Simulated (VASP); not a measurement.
Write the native input for VASP 6.6.1 that does the following.

| Property | Result |
| --- | --- |
| Task | single point |
| Functional | HSE06 |
| Potentials or basis | VASP PAW PBE potentials, release 64 (P) |
| Cutoff | 520 eV |
| k mesh | 6 × 6 × 6 |
| Occupations | fermi-dirac, width 0.05 eV |
| Spin | no spin polarisation |
| Dipole correction | no |
| Grid for exact exchange (PRECFOCK) | Normal |
| Further INCAR settings | ALGO = Normal; EDIFF = 1e-06; NBANDS = 12 |
| Share of exact exchange | 0.25 |
| Screening parameter | 0.2079 1/Å |

Crystal: P.

```
P
1.0
     1.72573    0.99635    3.12968
    -1.72573    0.99635    3.12968
     0.00000   -1.99270    3.12968
P
2
Cartesian
  0.0000 0.0000 7.2570
  0.0000 0.0000 2.1321
```

These files were run (other wordings do the same):

POSCAR

```
P
1.0
    1.7257251780      0.9963478961      3.1296800121
   -1.7257251780      0.9963478961      3.1296800121
    0.0000000000     -1.9926957921      3.1296800121
P
2
Direct
    0.7729197500      0.7729197500      0.7729197500
    0.2270802500      0.2270802500      0.2270802500
```

INCAR.step1

```
  ALGO = Normal
  EDIFF = 1E-5
  ENCUT = 520
  GGA = PE
  ISIF = 2
  ISMEAR = -1
  LASPH = T
  LCHARG = F
  LREAL = F
  LWAVE = T
  NBANDS = 12
  NELM = 100
  PREC = Accurate
  SIGMA = 0.05
```

INCAR.step2

```
  ALGO = Normal
  EDIFF = 1E-6
  ENCUT = 520
  GGA = PE
  HFSCREEN = 0.2079
  ISIF = 2
  ISMEAR = -1
  ISTART = 1
  LASPH = T
  LCHARG = F
  LHFCALC = T
  LREAL = F
  LWAVE = F
  NBANDS = 12
  NELM = 100
  PREC = Accurate
  PRECFOCK = Normal
  SIGMA = 0.05
```

KPOINTS

```
k-points
0
Gamma
  6 6 6
```

Potentials or basis: VASP PAW PBE potentials, release 64 (P).

Run with:

```console
$ cat potpaw_PBE.64/P/POTCAR > POTCAR
$ cp INCAR.step1 INCAR
$ mpirun -np 1 vasp_std > vasp.out
$ cp INCAR.step2 INCAR
$ mpirun -np 1 vasp_std > vasp.out
```

It gave:

| Quantity | Value |
| --- | --- |
| Pressure | -2.2 GPa |
| Largest force | 0.328 eV/Å |
| Band gap on the k mesh | zero (bands 5 and 6 overlap by 0.48 eV) |

Caveat: the k points lie up to 0.37 Å⁻¹ apart; the PAW data sets were made with another functional, which shifts forces and pressure a little.

Run time: 15 min on 1 thread of Intel(R) Xeon(R) 6975P-C (Granite Rapids) (shared host), peak memory 0.26 GiB.
